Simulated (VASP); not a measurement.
The system is Ga.

```xyz
3
Lattice="5.0119 0.0000 0.0000 -2.5060 4.3405 0.0000 0.0000 0.0000 3.0725" Properties=species:S:1:pos:R:3 pbc="T T T"
Ga    0.0000    0.0000    0.0000
Ga    0.0000    2.8936    1.5363
Ga    2.5060    1.4468    1.5363
```

| Quantity | Value |
| --- | --- |
| Program | VASP 6.6.1 |
| Task | relaxation of cell and atoms |
| Functional | r2SCAN |
| Potentials or basis | VASP PAW PBE potentials, release 64 (Ga_d) |
| Cutoff | 600 eV |
| k mesh | 6 × 6 × 6 |
| Occupations | gaussian, width 0.1 eV |
| Spin | no spin polarisation |

At the start: pressure -7.0 GPa; volume 22.28 Å³/atom.

**Question.** How do energy, volume and symmetry change on relaxing?

**Answer.** Over 5 steps the energy falls by 113.9 meV/atom and the volume is 18.24 Å³/atom (-18.1 %); space group P6/mmm (No. 191, to 0.05 Å).

Step by step:
| step | energy change (eV) | largest force (eV/Å) | pressure (GPa) | volume (Å³) |
| --- | --- | --- | --- | --- |
| 1 | 0.0000 | 0.0000 | -7.01 | 66.84 |
| 2 | -0.3063 | 0.0000 | -3.10 | 57.84 |
| 3 | -0.3397 | 0.0000 | 0.12 | 54.52 |
| 4 | -0.3396 | 0.0000 | -0.14 | 54.75 |
| 5 | -0.3418 | 0.0000 | -0.08 | 54.73 |

Final structure:
```
Ga
1.0
     4.72106    0.00000    0.00000
    -2.36053    4.08856    0.00000
     0.00000    0.00000    2.83521
Ga
3
Direct
  0.00000 0.00000 0.00000
  0.33333 0.66667 0.50000
  0.66667 0.33333 0.50000
```

Caveat: the volume moved by over 15 % at a fixed basis, so the end points are rough; the PAW data sets were made with another functional, which shifts forces and pressure a little.
